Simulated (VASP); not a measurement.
# SbRh3N4 (P-43m) in VASP: single point with PBEsol

Aim: the single point of SbRh3N4 with PBEsol.

Program: VASP 6.6.1. These are calculated values, not measurements. Logs are shortened: lines on timing, memory, paths and dates and some standing lists are left out, and cuts for length are marked.

### Step 1. The cell of the first run

Symmetry: P-43m, No. 215, cubic system. The conventional cell has a = 5.143 Å, b = 5.143 Å, c = 5.143 Å, α = 90.00°, β = 90.00°, γ = 90.00°. Within 2.7 Å of Sb (site symmetry -43m) lie 4 N at 2.06 Å and 6 Rh at 2.57 Å. Within 2.9 Å of Rh (site symmetry -42m) lie 4 N at 2.18 Å and 2 Sb at 2.57 Å. N (site symmetry 3m) has 1 Sb at 2.06 Å and 3 Rh at 2.18 Å within 2.7 Å.

### Step 2. Single point, PBEsol

Contents of INCAR:

```
  PREC = Accurate
  ENCUT = 700
  EDIFF = 1E-6
  ISMEAR = -1
  SIGMA = 0.03
  LREAL = F
  LASPH = T
  NELM = 120
  ALGO = Normal
  ISIF = 2
  LWAVE = F
  LCHARG = F
  GGA = PS
  NBANDS = 53
  GGA_COMPAT = F
```

Contents of KPOINTS:

```
Automatic mesh
0
Gamma
  6 6 6
```

Contents of POSCAR:

```
SbRh3N4
1.0
    5.1434285821      0.0000000000      0.0000000000
    0.0000000000      5.1434285821      0.0000000000
    0.0000000000      0.0000000000      5.1434285821
Sb Rh N
1 3 4
Direct
    0.0000000000      0.0000000000      0.0000000000
    0.0000000000      0.5000000000      0.0000000000
    0.0000000000      0.0000000000      0.5000000000
    0.5000000000      0.0000000000      0.0000000000
    0.7691222541      0.2308777459      0.7691222541
    0.2308777459      0.7691222541      0.7691222541
    0.7691222541      0.7691222541      0.2308777459
    0.2308777459      0.2308777459      0.2308777459
```

Potentials or basis: VASP PAW PBE potentials, release 64 (Sb_d_GW, Rh_sv_GW, N).

Command:

```
$ cat potpaw_PBE.64/Sb_d_GW/POTCAR potpaw_PBE.64/Rh_sv_GW/POTCAR potpaw_PBE.64/N/POTCAR > POTCAR
$ mpirun -np 1 vasp_std > vasp.out
```

OUTCAR:

```text
PREC = Accurate
   ENCUT = 700
   EDIFF = 1E-6
   ISMEAR = -1
   LREAL = F
   LASPH = T
   NELM = 120
   ISIF = 2
   GGA = PS

 ion  position               nearest neighbor table
   1  0.000  0.000  0.000-   5 2.06   6 2.06   7 2.06   8 2.06   3 2.57   4 2.57   2 2.57   3 2.57
                             2 2.57   4 2.57
   2  0.000  0.500  0.000-   5 2.18   6 2.18   7 2.18   8 2.18   1 2.57   1 2.57
   3  0.000  0.000  0.500-   5 2.18   6 2.18   7 2.18   8 2.18   1 2.57   1 2.57
   4  0.500  0.000  0.000-   5 2.18   6 2.18   7 2.18   8 2.18   1 2.57   1 2.57
   5  0.769  0.231  0.769-   1 2.06   2 2.18   3 2.18   4 2.18
   6  0.231  0.769  0.769-   1 2.06   2 2.18   3 2.18   4 2.18
   7  0.769  0.769  0.231-   1 2.06   2 2.18   3 2.18   4 2.18
   8  0.231  0.231  0.231-   1 2.06   2 2.18   3 2.18   4 2.18

  LATTYP: Found a simple cubic cell.
 ALAT       =     5.1434285821

  Lattice vectors:

 A1 = (   5.1434285821,   0.0000000000,   0.0000000000)
 A2 = (   0.0000000000,   5.1434285821,   0.0000000000)
 A3 = (   0.0000000000,   0.0000000000,   5.1434285821)

Analysis of symmetry for initial positions (statically):
=====================================================================
 Subroutine PRICEL returns:
 Original cell was already a primitive cell.

 Routine SETGRP: Setting up the symmetry group for a
 simple cubic supercell.

 Subroutine GETGRP returns: Found 24 space group operations
 (whereof 24 operations were pure point group operations)
 out of a pool of 48 trial point group operations.

The static configuration has the point symmetry T_d .

Analysis of symmetry for dynamics (positions and initial velocities):
=====================================================================
 Subroutine PRICEL returns:
 Original cell was already a primitive cell.

 Routine SETGRP: Setting up the symmetry group for a
 simple cubic supercell.

 Subroutine GETGRP returns: Found 24 space group operations
 (whereof 24 operations were pure point group operations)
 out of a pool of 48 trial point group operations.

The dynamic configuration has the point symmetry T_d .

 Subroutine INISYM returns: Found 24 space group operations
 (whereof 24 operations are pure point group operations),
 and found     1 'primitive' translations

----------------------------------------------------------------------------------------

                                     Primitive cell

  volume of cell :     136.0687

  direct lattice vectors                    reciprocal lattice vectors
     5.143428582  0.000000000  0.000000000     0.194422842  0.000000000  0.000000000
     0.000000000  5.143428582  0.000000000     0.000000000  0.194422842  0.000000000
     0.000000000  0.000000000  5.143428582     0.000000000  0.000000000  0.194422842

  length of vectors
     5.143428582  5.143428582  5.143428582     0.194422842  0.194422842  0.194422842

  position of ions in fractional coordinates (direct lattice)
     0.000000000  0.000000000  0.000000000
     0.000000000  0.500000000  0.000000000
     0.000000000  0.000000000  0.500000000
     0.500000000  0.000000000  0.000000000
     0.769122254  0.230877746  0.769122254
     0.230877746  0.769122254  0.769122254
     0.769122254  0.769122254  0.230877746
     0.230877746  0.230877746  0.230877746

  ion indices of the primitive-cell ions
   primitive index   ion index
                 1           1
                 2           2
                 3           3
                 4           4
                 5           5
                 6           6
                 7           7
                 8           8

----------------------------------------------------------------------------------------

 KPOINTS: Automatic mesh

Automatic generation of k-mesh.
 Grid dimensions read from file:
 generate k-points for:    6    6    6

 Generating k-lattice:

  Cartesian coordinates                     Fractional coordinates (reciprocal lattice)
     0.032403807  0.000000000  0.000000000     0.166666667  0.000000000  0.000000000
     0.000000000  0.032403807  0.000000000     0.000000000  0.166666667  0.000000000
     0.000000000  0.000000000  0.032403807     0.000000000  0.000000000  0.166666667

  Length of vectors
     0.032403807  0.032403807  0.032403807

  Shift w.r.t. Gamma in fractional coordinates (k-lattice)
     0.000000000  0.000000000  0.000000000

 Subroutine IBZKPT returns following result:
 ===========================================

 Found     20 irreducible k-points:

 Following reciprocal coordinates:
            Coordinates               Weight
  0.000000  0.000000  0.000000      1.000000
  0.166667  0.000000  0.000000      6.000000
  0.333333  0.000000  0.000000      6.000000
  0.500000  0.000000  0.000000      3.000000
  0.166667  0.166667  0.000000     12.000000
  0.333333  0.166667  0.000000     24.000000
[... 12 lines left out ...]
  0.500000  0.500000  0.333333      6.000000
  0.500000  0.500000  0.500000      1.000000
   k-points           NKPTS =     20   k-points in BZ     NKDIM =     20   number of bands    NBANDS=     53
   number of dos      NEDOS =    301   number of ions     NIONS =      8
   total plane-waves  NPLWV = 110592
   dimension x,y,z NGX =    48 NGY =   48 NGZ =   48
   dimension x,y,z NGXF=    96 NGYF=   96 NGZF=   96
   ions per type =               1   3   4
   NGX,Y,Z   is equivalent  to a cutoff of  15.51, 15.51, 15.51 a.u.
   NGXF,Y,Z  is equivalent  to a cutoff of  31.03, 31.03, 31.03 a.u.
 SYSTEM =  unknown system
   PREC   = accura    normal or accurate (medium, high low for compatibility)
   ISTART =      0    job   : 0-new  1-cont  2-samecut
   ICHARG =      2    charge: 1-file 2-atom 10-const
   ISPIN  =      1    spin polarized calculation?
   LNONCOLLINEAR =      F non collinear calculations
   LSORBIT =      F    spin-orbit coupling
   LASPH  =      T    aspherical Exc in radial PAW
   ENCUT  =  700.0 eV  51.45 Ry    7.17 a.u.  11.10 11.10 11.10*2*pi/ulx,y,z
   NELM   =    120;   NELMIN=  2; NELMDL= -5     # of ELM steps
   EDIFF  = 0.1E-05   stopping-criterion for ELM
   LREAL  =      F    real-space projection
   EDIFFG = 0.1E-04   stopping-criterion for IOM
   NSW    =      0    number of steps for IOM
   IBRION =     -1    ionic relax: 0-MD 1-quasi-New 2-CG
   NFREE  =      0    steps in history (QN), initial steepest desc. (CG)
   ISIF   =      2    stress and relaxation
   ISYM   =      2    0-nonsym 1-usesym 2-fastsym
   POTIM  = 0.5000    time-step for ionic-motion
   TEBEG  =    0.0;   TEEND  =   0.0 temperature during run
   PSTRESS=    0.0 pullay stress
   NELECT =      86.0000    total number of electrons
   NUPDOWN=      -1.0000    fix difference up-down
   EMIN   =  10.00;   EMAX   =-10.00  energy-range for DOS
   EFERMI =   0.00;   METHOD = LEGACY
   ISMEAR =    -1;   SIGMA  =   0.03  broadening in eV -4-tet -1-fermi 0-gaus
   EFERMI_NEDOS =   21; number of points for ismear=-14 and -15
   IALGO  =     38    algorithm
   IMIX   =      4    mixing-type and parameters
     AMIX     =   0.40;   BMIX     =  1.00
     AMIX_MAG =   1.60;   BMIX_MAG =  1.00
  volume/ion in A,a.u.               =      17.01       114.78
  Fermi-wavevector in a.u.,A,eV,Ry     =   1.404931  2.654934 26.855595  1.973831
  Thomas-Fermi vector in A             =   2.527443
   LORBIT       =      0    0 simple, 1 ext, 2 COOP (PROOUT), +10 PAW based schemes
   GGA     = PS    functional components
   LHFCALC =     F    Hartree Fock is set to
   AEXX    =    0.0000 exact exchange contribution
   IVDW    =     0    specifies the selected vdW correction
   LEPSILON=     F    determine dielectric tensor
   LRPA    =     F    only Hartree local field effects (RPA)
 non-spin polarized calculation
  energy-cutoff  :      700.00
  volume of cell :      136.07
 maximum number of plane-waves:      5832
 NGX is ok and might be reduce to    48
   NGX = 23   NGY = 23   NGZ = 23

 number of electron      86.0000025 magnetization

 Free energy of the ion-electron system (eV)
  ---------------------------------------------------
  ext. energy  EPLUGINS =         0.00000000
  ---------------------------------------------------
  free energy    TOTEN  =       -48.25021211 eV

  energy without entropy =      -48.22469304  energy(sigma->0) =      -48.23745257

 E-fermi :   3.9382     XC(G=0): -10.2065

 val. band max:        3.9294502216   @ k =   0.1667   0.0000   0.0000
 cond. band min:       3.9717794564   @ k =   0.3333   0.0000   0.0000
 fundamental gap:      0.0423292348
 Fermi energy:         3.9381939392

 k-point     1 :       0.0000    0.0000    0.0000
  band No.  band energies     occupation
      1     -74.5252      2.00000
      2     -74.5235      2.00000
      3     -74.5235      2.00000
      4     -42.6755      2.00000
      5     -42.6755      2.00000
      6     -42.6755      2.00000
[... 45 lines left out ...]
     52       8.3983      0.00000
     53       8.9501      0.00000

 k-point     2 :       0.1667    0.0000    0.0000
  band No.  band energies     occupation
      1     -74.5251      2.00000
      2     -74.5236      2.00000
      3     -74.5235      2.00000
      4     -42.6766      2.00000
      5     -42.6755      2.00000
      6     -42.6755      2.00000
[... 45 lines left out ...]
     52       8.5453      0.00000
     53       9.2116      0.00000

 k-point     3 :       0.3333    0.0000    0.0000
  band No.  band energies     occupation
      1     -74.5248      2.00000
      2     -74.5238      2.00000
      3     -74.5235      2.00000
      4     -42.6787      2.00000
      5     -42.6754      2.00000
      6     -42.6754      2.00000
[... 45 lines left out ...]
     52       8.8255      0.00000
     53       9.3614      0.00000
[... 841 lines left out ...]
 k-point    19 :       0.5000    0.5000    0.3333
  band No.  band energies     occupation
      1     -74.5240      2.00000
      2     -74.5240      2.00000
      3     -74.5240      2.00000
      4     -42.6983      2.00000
      5     -42.6705      2.00000
      6     -42.6695      2.00000
[... 45 lines left out ...]
     52       8.4732      0.00000
     53      10.6837      0.00000

 k-point    20 :       0.5000    0.5000    0.5000
  band No.  band energies     occupation
      1     -74.5240      2.00000
      2     -74.5240      2.00000
      3     -74.5240      2.00000
      4     -42.7004      2.00000
      5     -42.6695      2.00000
      6     -42.6695      2.00000
[... 45 lines left out ...]
     52       8.4664      0.00000
     53      10.7714      0.00000

------------------------ aborting loop because EDIFF is reached ----------------------------------------

  FORCE on cell =-STRESS in cart. coord.  units (eV):
  Direction    XX          YY          ZZ          XY          YZ          ZX
  --------------------------------------------------------------------------------------
  -------------------------------------------------------------------------------------
  Total       -0.0018061     -0.0018061     -0.0018061      0.0000000     -0.0000000      0.0000000
  in kB       -0.0212666     -0.0212666     -0.0212666      0.0000000     -0.0000000      0.0000000
  external PRESSURE =      -0.0212666 kB  Pullay stress =       0.0000000 kB

 VOLUME and BASIS-vectors are now :
 -----------------------------------------------------------------------------
  energy-cutoff  :      700.00
  volume of cell :      136.07
      direct lattice vectors                 reciprocal lattice vectors
     5.143428582  0.000000000  0.000000000     0.194422842  0.000000000  0.000000000
     0.000000000  5.143428582  0.000000000     0.000000000  0.194422842  0.000000000
     0.000000000  0.000000000  5.143428582     0.000000000  0.000000000  0.194422842

 POSITION                                       TOTAL-FORCE (eV/Angst)
 -----------------------------------------------------------------------------------
      0.00000      0.00000      0.00000        -0.000000      0.000000      0.000000
      0.00000      2.57171      0.00000        -0.000000      0.000000      0.000000
      0.00000      0.00000      2.57171         0.000000      0.000000     -0.000000
      2.57171      0.00000      0.00000        -0.000000      0.000000      0.000000
      3.95593      1.18750      3.95593        -0.024220      0.024220     -0.024220
      1.18750      3.95593      3.95593         0.024220     -0.024220     -0.024220
      3.95593      3.95593      1.18750        -0.024220     -0.024220      0.024220
      1.18750      1.18750      1.18750         0.024220      0.024220      0.024220
 -----------------------------------------------------------------------------------
    total drift:                                0.000000      0.000000     -0.000000

  FREE ENERGIE OF THE ION-ELECTRON SYSTEM (eV)
  ---------------------------------------------------
  free  energy   TOTEN  =       -48.2502121111 eV

  energy  without entropy=      -48.2246930383  energy(sigma->0) =      -48.23745257
```

Wall time 6.5 min (1 thread of Intel Xeon Platinum 8488C (Sapphire Rapids), shared host); peak memory 0.47 GiB.

Results:

```yaml
Free_energy: -48.2502 eV
Pressure: 0.0 GPa
Largest_force: 0.042 eV/Å
Band_gap_on_the_k_mesh: zero (bands 43 and 44 overlap by 0.34 eV)
```

Forces in eV/Å, atoms in the order of the input:
```
Sb   0.000  0.000  0.000
Rh   0.000  0.000  0.000
Rh   0.000  0.000  0.000
Rh   0.000  0.000  0.000
N   -0.024  0.024 -0.024
N    0.024 -0.024 -0.024
N   -0.024 -0.024  0.024
N    0.024  0.024  0.024
```

Caveat: the PAW data sets were made with another functional, which shifts forces and pressure a little; spin-orbit coupling is left out, which moves the levels of the heavy elements.

The gap in the log of VASP goes by the Fermi energy; the results here count the filled bands.